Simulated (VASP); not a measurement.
# WC: single point with RPBE

The system is WC.

```xyz
2
Lattice="0.0000 2.1927 2.1927 2.1927 0.0000 2.1927 2.1927 2.1927 0.0000" Properties=species:S:1:pos:R:3 pbc="T T T"
W     0.0000    0.0000    0.0000
C     2.1927    2.1927    2.1927
```

| Item | Value |
| --- | --- |
| Program | VASP 6.6.1 |
| Task | single point |
| Functional | RPBE |
| Potentials or basis | VASP PAW PBE potentials, release 64 (W_sv, C) |
| Cutoff | 520 eV |
| k mesh | 10 × 10 × 10 |
| Occupations | fermi-dirac, width 0.05 eV |
| Spin | no spin polarisation |

```yaml
Pressure: 3.6 GPa
Band_gap_on_the_k_mesh: zero (band 9 reaches 13.55 eV, above the bottom of band 10 at 10.37 eV)
```

Levels at points of the mesh, in eV from the Fermi level:
| k point | band 6 | band 7 | band 8 | band 9 | band 10 | band 11 | band 12 | band 13 |
| --- | --- | --- | --- | --- | --- | --- | --- | --- |
| (0.00, 0.00, 0.00) | -2.79 | -2.79 | -2.79 | -1.12 | -1.12 | -1.12 | -1.01 | -1.01 |
| (0.50, 0.00, 0.00) | -9.85 | -6.63 | -6.63 | 1.00 | 1.00 | 2.29 | 4.84 | 8.75 |
| (0.50, 0.50, 0.00) | -5.81 | -5.67 | -2.57 | -2.57 | 0.80 | 2.22 | 2.22 | 5.39 |

Run time: 15 s on 1 thread of Intel(R) Xeon(R) Platinum 8259CL CPU @ 2.50GHz (Skylake/Cascade Lake), with other jobs on the host, peak memory 0.14 GiB.

Caveat: the PAW data sets were made with another functional, which shifts forces and pressure a little; spin-orbit coupling is left out, which moves the levels of the heavy elements.
